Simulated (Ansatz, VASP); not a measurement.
## CdS: VASP beside Ansatz

```xyz
2
Lattice="3.3615 0.0000 0.0000 0.0000 3.3615 0.0000 0.0000 0.0000 3.4468" Properties=species:S:1:pos:R:3 pbc="T T T"
Cd    1.6807    1.6807    1.7234
S     0.0000    0.0000    0.0000
```

Alike in both runs: functional r2SCAN; k mesh 6 × 6 × 4; occupations gaussian, width 0.1 eV; no spin polarisation.

Ansatz relaxed the structure, and its values are those at the end. VASP's run is a single point on that final structure, the one shown.

```csv
,VASP,Ansatz
version,VASP 6.6.1,Ansatz 0.2.0
potentials or method,"VASP PAW PBE potentials, release 64 (Cd, S), cutoff 520 eV","scalar-relativistic, plane waves, PAW"
valence electrons in the cell,18,26
```

|  | VASP | Ansatz | Ansatz less VASP |
| --- | --- | --- | --- |
| gap on the k mesh at the Fermi level (eV) | none | none | - |
| pressure (GPa) | 0.3 | -0.1 | -0.43 |

VASP's potentials were made for PBE, not for r2SCAN. A gap of «none» marks a metal or a gap that the smearing closes. VASP's potentials hold 18 valence electrons a cell and Ansatz's 26, so a difference there can come from the potentials and not from the codes.

The k mesh is coarse, so the values compare programs but aren't converged.
